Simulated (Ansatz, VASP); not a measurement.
# One calculation of InP, two programs

File INCAR:

```
ALGO     = Normal         # electronic algorithm
EDIFF    = 1E-8           # SCF threshold, eV
ENCUT    = 520            # plane-wave cutoff, eV
GGA      = PE             # functional
ISIF     = 2              # what is computed and relaxed
ISMEAR   = -1             # smearing method
LASPH    = True           # aspherical terms in the spheres
LCHARG   = False          # write CHGCAR
LEFG     = True         
LREAL    = False          # projectors in reciprocal space
LWAVE    = False          # write WAVECAR
NBANDS   = 16             # bands
NELM     = 80             # most SCF steps
PREC     = Accurate       # precision mode
SIGMA    = 0.03           # smearing width, eV
```

Contents of KPOINTS:

```
k-points
0
Gamma
  15 15 15
```

Contents of POSCAR:

```
InP
1.0
    0.0000000000      2.9305000000      2.9305000000
    2.9305000000      0.0000000000      2.9305000000
    2.9305000000      2.9305000000      0.0000000000
In P
1 1
Direct
    0.0000000000      0.0000000000      0.0000000000
    0.7500000000      0.7500000000      0.7500000000
```

Input for Ansatz:

```yaml
crystal:
  lattice:
    - [0.0, 2.9305, 2.9305]
    - [2.9305, 0.0, 2.9305]
    - [2.9305, 2.9305, 0.0]
  atoms:
    - { symbol: In, position: [0.0, 0.0, 0.0] }
    - { symbol: P, position: [0.75, 0.75, 0.75] }
kpoints:
  mp_grid: { grid: [15, 15, 15] }
scf:
  occupations: { method: fermi_dirac, width: 0.03 }
hamiltonian:
  xc: pbe
  pseudopotentials: { kind: paw }
output:
  forces: true
  stress: true
  eigenvalues: true
  efg: { contact_densities: true }
```

Alike in both runs: task electric field gradients; functional PBE; k mesh 15 × 15 × 15; occupations fermi-dirac, width 0.03 eV; no spin polarisation.

|  | VASP | Ansatz |
| --- | --- | --- |
| version | VASP 6.6.1 | Ansatz 0.2.0 |
| potentials or method | VASP PAW PBE potentials, release 64 (In_d, P) | PAW with Ansatz's default frozen-core files, scalar-relativistic |
| plane-wave cutoff (eV) | 520 | 420 |
| valence electrons in the cell | 18 | 18 |

|  | VASP | Ansatz | Ansatz less VASP |
| --- | --- | --- | --- |
| pressure (GPa) | 3.3 | 3.3 | +0.06 |

With one functional, cell and mesh, what is left measures potentials, basis and numerics.
